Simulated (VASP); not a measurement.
## Ta: single point with LDA

Crystal: Ta.

```
Ta
1.0
     2.90037    0.00000    0.00000
    -1.45019    2.51180    0.00000
     0.00000    0.00000    5.26960
Ta
2
Direct
  0.66667 0.33333 0.75000
  0.33333 0.66667 0.25000
```

This cell differs from its parent crystal: strain +0.0200 x Voigt [0, 0, 1, 0, 0, 0].

```yaml
Program: VASP 6.6.1
Task: single point
Functional: LDA
Potentials_or_basis: VASP PAW LDA potentials, release 64 (Ta_pv)
Cutoff: 520 eV
k_mesh: 18 × 18 × 10
Occupations: gaussian, width 0.15 eV
Spin: no spin polarisation
```

```
Pressure               : -14.0 GPa
Band gap on the k mesh : zero (bands 11 and 12 overlap by 2.29 eV)
```

Stress tensor (GPa, compression positive):
```
-13.52   0.00   0.00
  0.00 -13.52   0.00
  0.00   0.00 -15.07
```

Levels at points of the mesh, in eV from the Fermi level:
```
           k point  band 8  band 9  band 10  band 11  band 12  band 13  band 14  band 15
(0.00, 0.00, 0.00)   -4.83   -0.74    -0.15     0.61     0.61     1.11     1.11     3.01
(0.50, 0.00, 0.00)   -3.73   -3.22    -0.46    -0.29     0.41     0.97     5.23     6.38
(0.00, 0.00, 0.50)   -6.25   -1.22    -1.22     0.67     0.67     0.67     0.67     4.28
(0.50, 0.00, 0.50)   -4.19   -2.27    -2.27     1.57     1.57     2.59     2.59     5.26
```

Wall time 55 s on 1 thread of Intel(R) Xeon(R) 6975P-C (Granite Rapids), on a shared host, peak memory 0.24 GiB.

Caveat: the cell differs from its parent crystal (strain +0.0200 x Voigt [0, 0, 1, 0, 0, 0]); the cell stands under tension; spin-orbit coupling is left out, which moves the levels of the heavy elements.
